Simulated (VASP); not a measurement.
Input of a VASP 6.6.1 run:

Contents of INCAR:

```
  PREC = Accurate
  ENCUT = 520
  EDIFF = 1E-7
  ISMEAR = -1
  SIGMA = 0.05
  LREAL = False
  LASPH = True
  NELM = 80
  ALGO = Normal
  ISIF = 2
  LWAVE = False
  LCHARG = True
  GGA = PE
  LELF = True
  LVHAR = True
  NBANDS = 14
```

File KPOINTS:

```
Automatic mesh
0
Gamma
  6 6 6
```

Contents of POSCAR:

```
Li
1.0
    4.5418044805      0.0000000000      0.0000000000
    0.0000000000      4.5418044805      0.0000000000
    0.0000000000      0.0000000000      4.5418044805
Li
4
Direct
    0.6254320000      0.8745680000      0.1254320000
    0.1254320000      0.6254320000      0.8745680000
    0.3745680000      0.3745680000      0.3745680000
    0.8745680000      0.1254320000      0.6254320000
```

Potentials or basis: VASP PAW PBE potentials, release 64 (Li_sv).

Launch:

```console
$ cat potpaw_PBE.64/Li_sv/POTCAR > POTCAR
$ mpirun -np 1 vasp_std > vasp.out
```

What does it give for the band gap on the k mesh?

Zero (bands 6 and 7 overlap by 2.30 eV).

Predict the largest force.

0.004 eV/Å.

Forces in eV/Å, atoms in the order of the input:
```
Li   0.002 -0.002  0.002
Li   0.002  0.002 -0.002
Li  -0.002 -0.002 -0.002
Li  -0.002  0.002  0.002
```
